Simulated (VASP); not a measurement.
# H (I4/mmm) in VASP: further runs, part 2 of 2

VASP 6.6.1.

## (4) Single point, PBEsol

This run uses another cell than the first one, of 13.97 Å³/atom, 1.186 times its volume.

Contents of INCAR:

```
SYSTEM = H
  ALGO = Normal
  EDIFF = 1E-7
  ENCUT = 520
  GGA = PS
  ISIF = 2
  ISMEAR = -1
  LASPH = .TRUE.
  LCHARG = .FALSE.
  LREAL = .FALSE.
  LWAVE = .FALSE.
  NBANDS = 8
  NELM = 80
  PREC = Accurate
  SIGMA = 0.05
```

Contents of KPOINTS:

```
k-points
0
G
  11 11 11
  0 0 0
```

Contents of POSCAR:

```
H
1.0
   -1.7732065027      1.7732065027      2.2216766299
    1.7732065027     -1.7732065027      2.2216766299
    1.7732065027      1.7732065027     -2.2216766299
H
2
Direct
    0.0854320730      0.0854320730      0.0000000000
    0.9145679270      0.9145679270      0.0000000000
```

Potentials or basis: VASP PAW PBE potentials, release 64 (H).

Started as:

```
cat potpaw_PBE.64/H/POTCAR > POTCAR
mpirun -np 1 vasp_std > vasp.out
```

Run time: 12 s. Hardware: 1 thread of Intel Xeon 6975P-C (Granite Rapids), shared host; peak memory 0.15 GiB.

Results (log left out):

```yaml
Free_energy: -6.5277 eV
Pressure: -0.1 GPa
Largest_force: 0.005 eV/Å
Band_gap_on_the_k_mesh: 9.02 eV, indirect (least direct gap 9.63 eV)
```

Forces on the atoms (eV/Å):
```
H    0.000  0.000  0.005
H    0.000  0.000 -0.005
```

Levels at points of the mesh, in eV from the valence-band top:
| k point | band 1 | band 2 | band 3 | band 4 | band 5 | band 6 |
| --- | --- | --- | --- | --- | --- | --- |
| (0.00, 0.00, 0.00) | -1.79 | 12.63 | 16.01 | 21.80 | 21.80 | 23.83 |

Caveat: the PAW data sets were made with another functional, which shifts forces and pressure a little. As with any semilocal functional, this PBEsol gap is likely too small.

## (5) Single point, RPBE

This run uses another cell than the first one, of 19.05 Å³/atom, 1.617 times its volume.

Contents of INCAR:

```
SYSTEM = H
PREC     = Accurate       ! precision mode
ENCUT    = 520            ! plane-wave cutoff, eV
EDIFF    = 1E-6           ! SCF threshold, eV
ISMEAR   = -1             ! smearing method
SIGMA    = 0.05           ! smearing width, eV
LREAL    = .FALSE.        ! projectors in reciprocal space
LASPH    = .TRUE.         ! aspherical terms in the spheres
NELM     = 60             ! most SCF steps
ALGO     = Normal         ! electronic algorithm
ISIF     = 2              ! what is computed and relaxed
LWAVE    = .FALSE.        ! write WAVECAR
LCHARG   = .FALSE.        ! write CHGCAR
GGA      = RP             ! functional
NBANDS   = 8              ! bands
```

Contents of KPOINTS:

```
regular mesh
0
G
  11 11 11
  0 0 0
```

Contents of POSCAR:

```
H
1.0
   -1.9850609201      1.9850609201      2.4172452876
    1.9850609201     -1.9850609201      2.4172452876
    1.9850609201      1.9850609201     -2.4172452876
H
2
Direct
    0.0772615642      0.0772615642      0.0000000000
    0.9227384358      0.9227384358      0.0000000000
```

Potentials or basis: VASP PAW PBE potentials, release 64 (H).

Started as:

```
cat potpaw_PBE.64/H/POTCAR > POTCAR
mpirun -np 1 vasp_std > vasp.out
```

OUTCAR:

```text
SYSTEM = H
   PREC = Accurate
   ENCUT = 520
   EDIFF = 1E-6
   ISMEAR = -1
   LREAL = .FALSE.
   LASPH = .TRUE.
   NELM = 60
   ISIF = 2
   GGA = RP

 ion  position               nearest neighbor table
   1  0.077  0.077  0.000-   2 0.75
   2  0.923  0.923  0.000-   1 0.75

  LATTYP: Found a body centered tetragonal cell.
 ALAT       =     3.9701218402
 C/A-ratio  =     1.2177184403

  Lattice vectors:

 A1 = (  -1.9850609201,   1.9850609201,   2.4172452876)
[... 448 lines left out ...]

------------------------ aborting loop because EDIFF is reached ----------------------------------------

  FORCE on cell =-STRESS in cart. coord.  units (eV):
  Direction    XX          YY          ZZ          XY          YZ          ZX
  --------------------------------------------------------------------------------------
  -------------------------------------------------------------------------------------
  Total       -0.0249999     -0.0249999     -0.0394110      0.0000000      0.0000000      0.0000000
  in kB       -1.0512835     -1.0512835     -1.6572946      0.0000000      0.0000000      0.0000000
  external PRESSURE =      -1.2532872 kB  Pullay stress =       0.0000000 kB

 VOLUME and BASIS-vectors are now :
 -----------------------------------------------------------------------------
  energy-cutoff  :      520.00
  volume of cell :       38.10
      direct lattice vectors                 reciprocal lattice vectors
    -1.985060920  1.985060920  2.417245288     0.000000000  0.251881438  0.206847026
     1.985060920 -1.985060920  2.417245288     0.251881438  0.000000000  0.206847026
     1.985060920  1.985060920 -2.417245288     0.251881438  0.251881438  0.000000000

 POSITION                                       TOTAL-FORCE (eV/Angst)
 -----------------------------------------------------------------------------------
      0.00000      0.00000      0.37352         0.000000      0.000000     -0.010442
      0.00000      0.00000      4.46097        -0.000000     -0.000000      0.010442
 -----------------------------------------------------------------------------------
    total drift:                                0.000000      0.000000     -0.000000

  FREE ENERGIE OF THE ION-ELECTRON SYSTEM (eV)
  ---------------------------------------------------
  free  energy   TOTEN  =        -7.0104357393 eV

  energy  without entropy=       -7.0104357393  energy(sigma->0) =       -7.01043574
```

It took 13 s on 1 thread of Intel Xeon 6975P-C (Granite Rapids), shared host; peak memory 0.16 GiB.

Results:

```yaml
Free_energy: -7.0104 eV
Pressure: -0.1 GPa
Largest_force: 0.010 eV/Å
Band_gap_on_the_k_mesh: 9.54 eV, indirect (least direct gap 9.87 eV)
```

Forces on the atoms (eV/Å):
```
H    0.000  0.000 -0.010
H    0.000  0.000  0.010
```

Levels at points of the mesh, in eV from the valence-band top:
```
           k point  band 1  band 2  band 3  band 4
(0.00, 0.00, 0.00)   -0.94   11.34   15.11   19.85
```

Caveat: the PAW data sets were made with another functional, which shifts forces and pressure a little.

## (6) Single point, revPBE

This run uses another cell than the first one, of 24.67 Å³/atom, 2.095 times its volume.

Contents of INCAR:

```
ALGO = Normal ; EDIFF = 1E-7
ENCUT = 520 ; GGA = RE
ISIF = 2 ; ISMEAR = -1
LASPH = True ; LCHARG = False
LREAL = False ; LWAVE = False
NBANDS = 8 ; NELM = 100
PREC = Accurate ; SIGMA = 0.05
```

Contents of KPOINTS:

```
k-points
0
Gamma
  11 11 11
```

Contents of POSCAR:

```
H
1.0
   -2.1670049762      2.1670049762      2.6272641511
    2.1670049762     -2.1670049762      2.6272641511
    2.1670049762      2.1670049762     -2.6272641511
H
2
Direct
    0.0711327735      0.0711327735      0.0000000000
    0.9288672265      0.9288672265      0.0000000000
```

Potentials or basis: VASP PAW PBE potentials, release 64 (H).

Started as:

```
cat potpaw_PBE.64/H/POTCAR > POTCAR
mpirun -np 1 vasp_std > vasp.out
```

It took 17 s on 1 thread of Intel Xeon 6975P-C (Granite Rapids), shared host; peak memory 0.18 GiB.

Results (log left out):

- Free energy: -6.9829 eV
- Pressure: -0.1 GPa
- Largest force: 0.010 eV/Å
- Band gap on the k mesh: 9.80 eV, indirect (least direct gap 9.98 eV)

Forces on the atoms (eV/Å):
```
H    0.000  0.000 -0.010
H    0.000  0.000  0.010
```

Levels at points of the mesh, in eV from the valence-band top:
```tsv
k point	band 1	band 2	band 3	band 4	band 5
(0.00, 0.00, 0.00)	-0.53	10.77	14.25	18.25	18.25
```

Caveat: the PAW data sets were made with another functional, which shifts forces and pressure a little. A k mesh can miss the band edges.

## (7) Overview

| level | potentials or basis | cell | smearing | gap on the mesh (eV) | pressure (GPa) | largest force (eV/Å) |
| --- | --- | --- | --- | --- | --- | --- |
| LDA | VASP PAW LDA potentials, release 64 (H) | a = 3.156 Å, angles 115.2, 115.2, 98.6°, 2 atoms | gaussian 0.02 eV | 8.42 | 0.7 | 0.97 |
| LDA | VASP PAW LDA potentials, release 64 (H) | a = 2.778 Å, angles 118.9, 118.9, 91.9°, 2 atoms | fermi-dirac 0.05 eV | 7.39 | -0.3 | 0.02 |
| PBEsol | VASP PAW PBE potentials, release 64 (H) | a = 3.350 Å, angles 116.1, 116.1, 96.9°, 2 atoms | fermi-dirac 0.05 eV | 9.02 | -0.1 | - |
| RPBE | VASP PAW PBE potentials, release 64 (H) | a = 3.705 Å, angles 115.2, 115.2, 98.5°, 2 atoms | fermi-dirac 0.05 eV | 9.54 | -0.1 | 0.01 |
| revPBE | VASP PAW PBE potentials, release 64 (H) | a = 4.037 Å, angles 115.1, 115.1, 98.8°, 2 atoms | fermi-dirac 0.05 eV | 9.80 | -0.1 | 0.01 |

Alike in all rows: task single point; no spin polarisation; k mesh 11 × 11 × 11; cutoff (eV) 520.

Caveats: the PAW data sets were made with another functional, which shifts forces and pressure a little (some runs).

Absolute energies hang on the potentials; compare differences alone.
